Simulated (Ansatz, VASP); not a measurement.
# HgTe in VASP and in Ansatz

Contents of INCAR:

```
  PREC = Accurate
  ENCUT = 520
  EDIFF = 1E-7
  ISMEAR = 0
  SIGMA = 0.15
  LREAL = F
  LASPH = T
  NELM = 100
  ALGO = Normal
  ISIF = 2
  LWAVE = F
  LCHARG = F
  GGA = PS
  NBANDS = 16
```

File KPOINTS:

```
Automatic mesh
0
Gamma
  18 18 18
```

File POSCAR:

```
HgTe
1.0
   -3.2151431669      3.2151431669      1.3992852795
    3.2151431669     -3.2151431669      1.3992852795
    3.2151431669      3.2151431669     -1.3992852795
Hg Te
1 1
Direct
    0.2500000000      0.7500000000      0.5000000000
    0.0000000000      0.0000000000      0.0000000000
```

Input for Ansatz:

```yaml
crystal:
  lattice:
    - [-3.2151431669, 3.2151431669, 1.3992852795]
    - [3.2151431669, -3.2151431669, 1.3992852795]
    - [3.2151431669, 3.2151431669, -1.3992852795]
  atoms:
    - { symbol: Hg, position: [0.25, 0.75, 0.5] }
    - { symbol: Te, position: [0.0, 0.0, 0.0] }
basis:
  ecutwfc: 420
kpoints:
  mp_grid: { grid: [18, 18, 18] }
hamiltonian:
  xc: pbesol
scf:
  occupations: { method: gaussian, width: 0.15 }
output:
  forces: true
  stress: true
  eigenvalues: true
```

Alike in both runs: task single point; functional PBEsol; k mesh 18 × 18 × 18; occupations gaussian, width 0.15 eV; no spin polarisation.

```csv
,VASP,Ansatz
version,VASP 6.6.1,Ansatz 0.2.0
potentials or method,"VASP PAW PBE potentials, release 64 (Hg, Te), cutoff 520 eV","scalar-relativistic, plane waves, PAW"
valence electrons in the cell,18,36
```

```csv
,VASP,Ansatz,Ansatz less VASP
gap on the k mesh at the Fermi level (eV),none,none,-
pressure (GPa),0.6,0.4,-0.19
"traceless stress, the component that is largest in VASP (GPa)",6.86,6.62,-0.244
```

VASP's potentials were made for PBE, not for PBEsol. A gap of «none» marks a metal or a gap that the smearing closes. The functional is the same, so the differences come from potentials, cutoffs and numerics. VASP's potentials hold 18 valence electrons a cell and Ansatz's 36, so a difference there can come from the potentials and not from the codes.

Neither program's run includes spin-orbit coupling.
